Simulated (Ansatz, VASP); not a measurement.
# BN in VASP and in Ansatz

```xyz
4
Lattice="2.5539 0.0000 0.0000 -1.2770 2.2118 0.0000 0.0000 0.0000 4.2269" Properties=species:S:1:pos:R:3 pbc="T T T"
B     1.2770    0.2873    4.0007
B     0.0000    1.4745    2.1123
N     1.2770    0.7373    2.6430
N     0.0000    1.4745    0.5295
```

Alike in both runs: task single point; functional PBE; k mesh 12 × 12 × 6; occupations gaussian, width 0.05 eV; no spin polarisation.

|  | VASP | Ansatz |
| --- | --- | --- |
| version | VASP 6.6.1 | Ansatz 0.2.0 |
| potentials or method | VASP PAW PBE potentials, release 64 (B, N), cutoff 520 eV | scalar-relativistic, plane waves, PAW |
| valence electrons in the cell | 16 | 16 |

VASP gave:

| Quantity | Value |
| --- | --- |
| gap on the k mesh at the Fermi level (eV) | 1.79 |
| least direct gap on the mesh (eV) | 3.98 |
| rms of the force components (eV/Å) | 3.929 |

**Question.** What did Ansatz give for the same quantities?

**Answer.** gap on the k mesh at the Fermi level (eV): 1.80; least direct gap on the mesh (eV): 3.99; rms of the force components (eV/Å): 3.931.

Atom by atom the forces differ by 0.008 eV/Å (rms over components). The functional is the same, so the differences come from potentials, cutoffs and numerics.
